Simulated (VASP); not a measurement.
# LuH3 (P-3c1) in VASP: single point with PBEsol

Aim: the single point of LuH3 with PBEsol.

Everything below comes from runs of VASP 6.6.1. Logs are shortened: lines on timing, memory, paths and dates and some standing lists are left out, and cuts for length are marked.

### Step 1. The cell of the first run

Symmetry: P-3c1, No. 165, trigonal system. The conventional cell has a = 5.981 Å, b = 5.981 Å, c = 6.203 Å, α = 90.00°, β = 90.00°, γ = 120.00°. Lu (site symmetry 2) has 11 H at 2.01 to 2.34 Å within 2.7 Å. Within 2.6 Å of H (site symmetry 1) lie 8 H at 1.97 to 2.53 Å and 4 Lu at 2.13 to 2.34 Å. Within 2.7 Å of H (site symmetry 32) lie 3 Lu at 2.01 Å and 6 H at 2.23 Å. H (site symmetry 3) has 3 Lu at 2.03 Å and 9 H at 2.17 to 2.53 Å within 2.7 Å.

### Step 2. Single point, PBEsol

Contents of INCAR:

```
SYSTEM = LuH3
PREC = Accurate
ENCUT = 520
EDIFF = 1E-6
ISMEAR = 0
SIGMA = 0.1
LREAL = Auto
LASPH = .True.
NELM = 100
ALGO = Normal
ISIF = 2
LWAVE = .False.
LCHARG = .False.
GGA = PS
NBANDS = 102
```

Contents of KPOINTS:

```
Automatic mesh
0
Gamma
  6 6 4
  0 0 0
```

Contents of POSCAR:

```
LuH3
1.0
    5.9806326517      0.0000000000      0.0000000000
   -2.9903163259      5.1793798070      0.0000000000
    0.0000000000      0.0000000000      6.2030270937
Lu H
6 18
Direct
    0.6639683628      0.0000000000      0.2500000000
    0.3360316372      0.3360316372      0.2500000000
    0.0000000000      0.6639683628      0.2500000000
    0.6639683628      0.6639683628      0.7500000000
    0.0000000000      0.3360316372      0.7500000000
    0.3360316372      0.0000000000      0.7500000000
    0.3225641269      0.9743523129      0.4072939042
    0.6517881859      0.6774358731      0.4072939042
    0.0256476871      0.3482118141      0.4072939042
    0.3225641269      0.3482118141      0.9072939042
    0.0256476871      0.6774358731      0.9072939042
    0.6517881859      0.9743523129      0.9072939042
    0.6774358731      0.0256476871      0.5927060958
    0.3482118141      0.3225641269      0.5927060958
    0.9743523129      0.6517881859      0.5927060958
    0.6774358731      0.6517881859      0.0927060958
    0.9743523129      0.3225641269      0.0927060958
    0.3482118141      0.0256476871      0.0927060958
    0.0000000000      0.0000000000      0.2500000000
    0.0000000000      0.0000000000      0.7500000000
    0.6666666667      0.3333333333      0.3184662742
    0.6666666667      0.3333333333      0.8184662742
    0.3333333333      0.6666666667      0.6815337258
    0.3333333333      0.6666666667      0.1815337258
```

Potentials or basis: VASP PAW PBE potentials, release 64 (Lu, H).

Command:

```sh
> cat potpaw_PBE.64/Lu/POTCAR potpaw_PBE.64/H/POTCAR > POTCAR
> mpirun -np 1 vasp_std > vasp.out
```

OUTCAR:

```text
SYSTEM = LuH3
   PREC = Accurate
   ENCUT = 520
   EDIFF = 1E-6
   ISMEAR = 0
   LREAL = Auto
   LASPH = .True.
   NELM = 100
   ISIF = 2
   GGA = PS

 ion  position               nearest neighbor table
   1  0.664  0.000  0.250-  19 2.01  21 2.03  24 2.03  12 2.13  13 2.13   8 2.13  17 2.13  18 2.20
                             7 2.20   9 2.34  16 2.34   3 3.44   2 3.44   3 3.44   2 3.44   2 3.48
   2  0.336  0.336  0.250-  19 2.01  24 2.03  21 2.03  14 2.13  10 2.13  18 2.13   9 2.13   8 2.20
                            16 2.20   7 2.34  17 2.34   1 3.44   3 3.44   1 3.44   3 3.44   3 3.48
   3  0.000  0.664  0.250-  19 2.01  24 2.03  21 2.03  15 2.13  11 2.13  16 2.13   7 2.13   9 2.20
                            17 2.20  18 2.34   8 2.34   1 3.44   1 3.44   2 3.44   2 3.44   2 3.48
   4  0.664  0.664  0.750-  20 2.01  22 2.03  23 2.03   8 2.13  16 2.13  12 2.13  15 2.13  14 2.20
                            10 2.20  13 2.34  11 2.34   6 3.44   5 3.44   6 3.44   5 3.44   5 3.48
   5  0.000  0.336  0.750-  20 2.01  22 2.03  23 2.03   9 2.13  17 2.13  10 2.13  13 2.13  15 2.20
                            11 2.20  12 2.34  14 2.34   6 3.44   6 3.44   4 3.44   4 3.44   4 3.48
   6  0.336  0.000  0.750-  20 2.01  23 2.03  22 2.03  18 2.13   7 2.13  14 2.13  11 2.13  12 2.20
                            13 2.20  15 2.34  10 2.34   5 3.44   4 3.44   5 3.44   4 3.44   4 3.48
   7  0.323  0.974  0.407-   6 2.13   3 2.13   1 2.20   2 2.34
   8  0.652  0.677  0.407-   4 2.13   1 2.13   2 2.20   3 2.34
   9  0.026  0.348  0.407-   5 2.13   2 2.13   3 2.20   1 2.34
  10  0.323  0.348  0.907-   2 2.13   5 2.13   4 2.20   6 2.34
  11  0.026  0.677  0.907-   3 2.13   6 2.13   5 2.20   4 2.34
  12  0.652  0.974  0.907-   1 2.13   4 2.13   6 2.20   5 2.34
  13  0.677  0.026  0.593-   1 2.13   5 2.13   6 2.20   4 2.34
  14  0.348  0.323  0.593-   2 2.13   6 2.13   4 2.20   5 2.34
  15  0.974  0.652  0.593-   3 2.13   4 2.13   5 2.20   6 2.34
  16  0.677  0.652  0.093-   4 2.13   3 2.13   2 2.20   1 2.34
  17  0.974  0.323  0.093-   5 2.13   1 2.13   3 2.20   2 2.34
  18  0.348  0.026  0.093-   6 2.13   2 2.13   1 2.20   3 2.34
  19  0.000  0.000  0.250-   2 2.01   3 2.01   1 2.01
  20  0.000  0.000  0.750-   4 2.01   5 2.01   6 2.01
  21  0.667  0.333  0.318-   1 2.03   3 2.03   2 2.03
  22  0.667  0.333  0.818-   5 2.03   6 2.03   4 2.03
  23  0.333  0.667  0.682-   6 2.03   5 2.03   4 2.03
  24  0.333  0.667  0.182-   3 2.03   1 2.03   2 2.03

  LATTYP: Found a hexagonal cell.
 ALAT       =     5.9806326517
 C/A-ratio  =     1.0371857720

  Lattice vectors:

 A1 = (   5.9806326517,   0.0000000000,   0.0000000000)
 A2 = (  -2.9903163259,   5.1793798070,   0.0000000000)
 A3 = (   0.0000000000,   0.0000000000,   6.2030270937)

Analysis of symmetry for initial positions (statically):
=====================================================================
 Subroutine PRICEL returns:
 Original cell was already a primitive cell.

 Routine SETGRP: Setting up the symmetry group for a
 hexagonal supercell.

 Subroutine GETGRP returns: Found 12 space group operations
 (whereof  6 operations were pure point group operations)
 out of a pool of 24 trial point group operations.

The static configuration has the point symmetry S_6 .
 The point group associated with its full space group is D_3d.

Analysis of symmetry for dynamics (positions and initial velocities):
=====================================================================
 Subroutine PRICEL returns:
 Original cell was already a primitive cell.

 Routine SETGRP: Setting up the symmetry group for a
 hexagonal supercell.

 Subroutine GETGRP returns: Found 12 space group operations
 (whereof  6 operations were pure point group operations)
 out of a pool of 24 trial point group operations.

The dynamic configuration has the point symmetry S_6 .
 The point group associated with its full space group is D_3d.

 Subroutine INISYM returns: Found 12 space group operations
 (whereof  6 operations are pure point group operations),
 and found     1 'primitive' translations

----------------------------------------------------------------------------------------

                                     Primitive cell

  volume of cell :     192.1448

  direct lattice vectors                    reciprocal lattice vectors
     5.980632652  0.000000000  0.000000000     0.167206391  0.096536655  0.000000000
    -2.990316326  5.179379807  0.000000000     0.000000000  0.193073309  0.000000000
     0.000000000  0.000000000  6.203027094     0.000000000  0.000000000  0.161211612

  length of vectors
     5.980632652  5.980632652  6.203027094     0.193073309  0.193073309  0.161211612

[... 63 lines left out ...]
  Cartesian coordinates                     Fractional coordinates (reciprocal lattice)
     0.027867732  0.016089442  0.000000000     0.166666667  0.000000000  0.000000000
     0.000000000  0.032178885  0.000000000     0.000000000  0.166666667  0.000000000
     0.000000000  0.000000000  0.040302903     0.000000000  0.000000000  0.250000000

  Length of vectors
     0.032178885  0.032178885  0.040302903

  Shift w.r.t. Gamma in fractional coordinates (k-lattice)
     0.000000000  0.000000000  0.000000000

 Subroutine IBZKPT returns following result:
 ===========================================

 Found     24 irreducible k-points:

 Following reciprocal coordinates:
            Coordinates               Weight
  0.000000  0.000000  0.000000      1.000000
  0.166667 -0.000000  0.000000      6.000000
  0.333333 -0.000000  0.000000      6.000000
  0.500000  0.000000  0.000000      3.000000
  0.166667  0.166667  0.000000      6.000000
  0.333333  0.166667  0.000000     12.000000
[... 16 lines left out ...]
  0.333333  0.166667  0.500000     12.000000
  0.333333  0.333333  0.500000      2.000000
   k-points           NKPTS =     24   k-points in BZ     NKDIM =     24   number of bands    NBANDS=    102
   number of dos      NEDOS =    301   number of ions     NIONS =     24
   total plane-waves  NPLWV = 110592
   dimension x,y,z NGX =    48 NGY =   48 NGZ =   48
   dimension x,y,z NGXF=    96 NGYF=   96 NGZF=   96
   ions per type =               6  18
   NGX,Y,Z   is equivalent  to a cutoff of  13.34, 13.34, 12.86 a.u.
   NGXF,Y,Z  is equivalent  to a cutoff of  26.69, 26.69, 25.73 a.u.
 SYSTEM =  LuH3
   PREC   = accura    normal or accurate (medium, high low for compatibility)
   ISTART =      0    job   : 0-new  1-cont  2-samecut
   ICHARG =      2    charge: 1-file 2-atom 10-const
   ISPIN  =      1    spin polarized calculation?
   LNONCOLLINEAR =      F non collinear calculations
   LSORBIT =      F    spin-orbit coupling
   LASPH  =      T    aspherical Exc in radial PAW
   ENCUT  =  520.0 eV  38.22 Ry    6.18 a.u.  11.12 11.12 11.53*2*pi/ulx,y,z
   NELM   =    100;   NELMIN=  2; NELMDL= -5     # of ELM steps
   EDIFF  = 0.1E-05   stopping-criterion for ELM
   LREAL  =      T    real-space projection
   EDIFFG = 0.1E-04   stopping-criterion for IOM
   NSW    =      0    number of steps for IOM
   IBRION =     -1    ionic relax: 0-MD 1-quasi-New 2-CG
   NFREE  =      0    steps in history (QN), initial steepest desc. (CG)
   ISIF   =      2    stress and relaxation
   ISYM   =      2    0-nonsym 1-usesym 2-fastsym
   POTIM  = 0.5000    time-step for ionic-motion
   TEBEG  =    0.0;   TEEND  =   0.0 temperature during run
   PSTRESS=    0.0 pullay stress
   NELECT =     168.0000    total number of electrons
   NUPDOWN=      -1.0000    fix difference up-down
   EMIN   =  10.00;   EMAX   =-10.00  energy-range for DOS
   EFERMI =   0.00;   METHOD = LEGACY
   ISMEAR =     0;   SIGMA  =   0.10  broadening in eV -4-tet -1-fermi 0-gaus
   EFERMI_NEDOS =   21; number of points for ismear=-14 and -15
   IALGO  =     38    algorithm
   IMIX   =      4    mixing-type and parameters
     AMIX     =   0.40;   BMIX     =  1.00
     AMIX_MAG =   1.60;   BMIX_MAG =  1.00
  volume/ion in A,a.u.               =       8.01        54.03
  Fermi-wavevector in a.u.,A,eV,Ry     =   1.565435  2.958243 33.342261  2.450587
  Thomas-Fermi vector in A             =   2.667912
   LORBIT       =      0    0 simple, 1 ext, 2 COOP (PROOUT), +10 PAW based schemes
   GGA     = PS    functional components
   LHFCALC =     F    Hartree Fock is set to
   AEXX    =    0.0000 exact exchange contribution
   IVDW    =     0    specifies the selected vdW correction
   LEPSILON=     F    determine dielectric tensor
   LRPA    =     F    only Hartree local field effects (RPA)
 non-spin polarized calculation
 Gauss-broadening in eV      SIGMA  =   0.10
  energy-cutoff  :      520.00
  volume of cell :      192.14
 maximum number of plane-waves:      5205
 NGX is ok and might be reduce to    48
   NGX = 23   NGY = 23   NGZ = 23

 number of electron     168.0000003 magnetization

 Free energy of the ion-electron system (eV)
  ---------------------------------------------------
  ext. energy  EPLUGINS =         0.00000000
  ---------------------------------------------------
  free energy    TOTEN  =      -104.12856116 eV

  energy without entropy =     -104.12809440  energy(sigma->0) =     -104.12832778

 E-fermi :   2.5447     XC(G=0): -11.5524

 val. band max:        2.4279535040   @ k =   0.0000   0.0000   0.2500
 cond. band min:       2.7040703544   @ k =   0.1667  -0.0000   0.2500
 fundamental gap:      0.2761168504
 Fermi energy:         2.5447376779

 k-point     1 :       0.0000    0.0000    0.0000
  band No.  band energies     occupation
      1     -53.1607      2.00000
      2     -53.1467      2.00000
      3     -53.1276      2.00000
      4     -53.1276      2.00000
      5     -53.1271      2.00000
      6     -53.1271      2.00000
[... 2365 lines left out ...]
     95       6.2598      0.00000
     96       6.2598      0.00000
 [bands above 96 left out]

------------------------ aborting loop because EDIFF is reached ----------------------------------------

  FORCE on cell =-STRESS in cart. coord.  units (eV):
  Direction    XX          YY          ZZ          XY          YZ          ZX
  --------------------------------------------------------------------------------------
  -------------------------------------------------------------------------------------
  Total        4.4293236      4.4293236      4.3549980     -0.0000000      0.0000000     -0.0000000
  in kB       36.9334121     36.9334121     36.3136559     -0.0000000      0.0000000     -0.0000000
  external PRESSURE =      36.7268267 kB  Pullay stress =       0.0000000 kB

 VOLUME and BASIS-vectors are now :
 -----------------------------------------------------------------------------
  energy-cutoff  :      520.00
  volume of cell :      192.14
      direct lattice vectors                 reciprocal lattice vectors
     5.980632652  0.000000000  0.000000000     0.167206391  0.096536655  0.000000000
    -2.990316326  5.179379807  0.000000000     0.000000000  0.193073309  0.000000000
     0.000000000  0.000000000  6.203027094     0.000000000  0.000000000  0.161211612

 POSITION                                       TOTAL-FORCE (eV/Angst)
 -----------------------------------------------------------------------------------
      3.97095      0.00000      1.55076        -0.000272      0.000000     -0.000000
      1.00484      1.74044      1.55076         0.000136      0.000236     -0.000000
     -1.98548      3.43894      1.55076         0.000136     -0.000236     -0.000000
      1.98548      3.43894      4.65227        -0.000136     -0.000236     -0.000000
     -1.00484      1.74044      4.65227        -0.000136      0.000236     -0.000000
      2.00968      0.00000      4.65227         0.000272      0.000000     -0.000000
[... 16 lines left out ...]
     -0.00000      3.45292      4.22757        -0.000000      0.000000     -0.010837
     -0.00000      3.45292      1.12606        -0.000000      0.000000     -0.010837
 -----------------------------------------------------------------------------------
    total drift:                               -0.000000      0.000000     -0.000000

  FREE ENERGIE OF THE ION-ELECTRON SYSTEM (eV)
  ---------------------------------------------------
  free  energy   TOTEN  =      -104.1285611555 eV

  energy  without entropy=     -104.1280943964  energy(sigma->0) =     -104.12832778
```

It took 30 min on 1 thread of AMD EPYC 7R13 (Zen 3), shared host; peak memory 0.48 GiB.

Results:

```yaml
Free_energy: -104.1286 eV
Pressure: 3.7 GPa
Largest_force: 0.011 eV/Å
Band_gap_on_the_k_mesh: 0.28 eV (least direct gap 0.33 eV)
```

Forces on the atoms (eV/Å):
```
Lu   0.000  0.000  0.000
Lu   0.000  0.000  0.000
Lu   0.000  0.000  0.000
Lu   0.000  0.000  0.000
Lu   0.000  0.000  0.000
Lu   0.000  0.000  0.000
H    0.000  0.002 -0.003
H    0.002 -0.001 -0.003
H   -0.002 -0.001 -0.003
H    0.002 -0.001 -0.003
H   -0.002 -0.001 -0.003
H    0.000  0.002 -0.003
H    0.000 -0.002  0.003
H   -0.002  0.001  0.003
H    0.002  0.001  0.003
H   -0.002  0.001  0.003
H    0.002  0.001  0.003
H    0.000 -0.002  0.003
H    0.000  0.000  0.000
H    0.000  0.000  0.000
H    0.000  0.000  0.011
H    0.000  0.000  0.011
H    0.000  0.000 -0.011
H    0.000  0.000 -0.011
```

Levels at points of the mesh, in eV from the valence-band top:
```tsv
k point	band 81	band 82	band 83	band 84	band 85	band 86	band 87	band 88
(0.00, 0.00, 0.00)	-2.94	-1.82	-1.76	-0.55	0.84	1.82	1.82	2.05
(0.50, 0.00, 0.00)	-2.75	-2.52	-1.49	-1.45	1.63	1.68	1.98	2.01
(0.00, 0.00, 0.50)	-3.22	-3.22	-0.37	-0.37	1.36	1.36	1.85	1.85
(0.50, 0.00, 0.50)	-2.94	-2.94	-2.91	-2.91	2.53	2.53	2.59	2.59
```

Caveat: the cell stands under pressure; the PAW data sets were made with another functional, which shifts forces and pressure a little; spin-orbit coupling is left out, which moves the levels of the heavy elements. A k mesh can miss the band edges.
